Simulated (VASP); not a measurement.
Write the native input for VASP 6.6.1 that does the following.

| Item | Value |
| --- | --- |
| Task | single point |
| Functional | r2SCAN |
| Dispersion | rVV10 |
| Potentials or basis | VASP PAW PBE potentials, release 64 (Na_pv, I) |
| Cutoff | 520 eV |
| k mesh | 6 × 6 × 6 |
| Occupations | fermi-dirac, width 0.03 eV |
| Spin | no spin polarisation |
| Dipole correction | no |
| Further INCAR settings | ALGO = Normal; EDIFF = 1e-06; NBANDS = 14 |

NaI:

```
Na I
1.0
     0.00000    3.51145    3.51145
     3.51145    0.00000    3.51145
     3.51145    3.51145    0.00000
Na I
1 1
Direct
  0.00000 0.00000 0.00000
  0.25000 0.25000 0.25000
```

One way to write it, as run:

POSCAR

```
NaI
1.0
    0.0000000000      3.5114535345      3.5114535345
    3.5114535345      0.0000000000      3.5114535345
    3.5114535345      3.5114535345      0.0000000000
Na I
1 1
Direct
    0.0000000000      0.0000000000      0.0000000000
    0.2500000000      0.2500000000      0.2500000000
```

INCAR.step1

```
  PREC = Accurate
  ENCUT = 520
  ISMEAR = -1
  SIGMA = 0.03
  LREAL = F
  LASPH = T
  NELM = 60
  NBANDS = 14
  GGA = PE
  ALGO = Normal
  EDIFF = 1E-4
  LWAVE = T
  LCHARG = F
```

INCAR.step2

```
  PREC = Accurate
  ENCUT = 520
  EDIFF = 1E-6
  ISMEAR = -1
  SIGMA = 0.03
  LREAL = F
  LASPH = T
  NELM = 60
  ALGO = Normal
  ISIF = 2
  LWAVE = F
  LCHARG = F
  METAGGA = R2SCAN
  LMIXTAU = T
  LUSE_VDW = T
  IVDW_NL = 2
  BPARAM = 11.95
  CPARAM = 0.0093
  NBANDS = 14
  ISTART = 1
```

KPOINTS

```
Automatic mesh
0
Gamma
  6 6 6
```

Potentials or basis: VASP PAW PBE potentials, release 64 (Na_pv, I).

The run is started by

```bash
$ cat potpaw_PBE.64/Na_pv/POTCAR potpaw_PBE.64/I/POTCAR > POTCAR
$ cp INCAR.step1 INCAR
$ mpirun -np 1 vasp_std > vasp.out
$ cp INCAR.step2 INCAR
$ mpirun -np 1 vasp_std > vasp.out
```

Results of the run:

| Item | Value |
| --- | --- |
| Pressure | 0.0 GPa |
| Band gap on the k mesh | 4.36 eV |

Caveat: the structure was generated, so it needn't be the stable form of NaI; the PAW data sets were made with another functional, which shifts forces and pressure a little; spin-orbit coupling is left out, which moves the levels of the heavy elements.

Run time: 100 s on 1 thread of Intel(R) Xeon(R) 6975P-C (Granite Rapids), on a shared host, peak memory 0.48 GiB.
